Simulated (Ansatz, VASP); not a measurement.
## ZnS in VASP and in Ansatz

```
CELL_PARAMETERS angstrom
6.63194 0.00000 0.00000
0.00000 6.63194 0.00000
0.00000 0.00000 3.86323
ATOMIC_POSITIONS crystal
Zn 0.67459 0.67459 0.00000
Zn 0.17459 0.82541 0.50000
Zn 0.82541 0.17459 0.50000
Zn 0.32541 0.32541 0.00000
S 0.81368 0.81368 0.50000
S 0.18632 0.18632 0.50000
S 0.68632 0.31368 0.00000
S 0.31368 0.68632 0.00000
```

Alike in both runs: functional PBE; k mesh 4 × 4 × 6; occupations gaussian, width 0.1 eV; no spin polarisation.

Ansatz relaxed the structure, and its values are those at the end. VASP's run is a single point on that final structure, the one shown.

```csv
,VASP,Ansatz
version,VASP 6.6.1,Ansatz 0.2.0
potentials or method,"VASP PAW PBE potentials, release 64 (Zn, S), cutoff 520 eV","scalar-relativistic, plane waves, PAW"
valence electrons in the cell,72,72
```

```tsv
	VASP	Ansatz	Ansatz less VASP
gap on the k mesh at the Fermi level (eV)	2.17	2.17	-0.002
least direct gap on the mesh (eV)	2.17	2.17	-0.002
pressure (GPa)	0.1	-0.1	-0.14
rms of the force components (eV/Å)	0.009	0.010	+0.0012
```
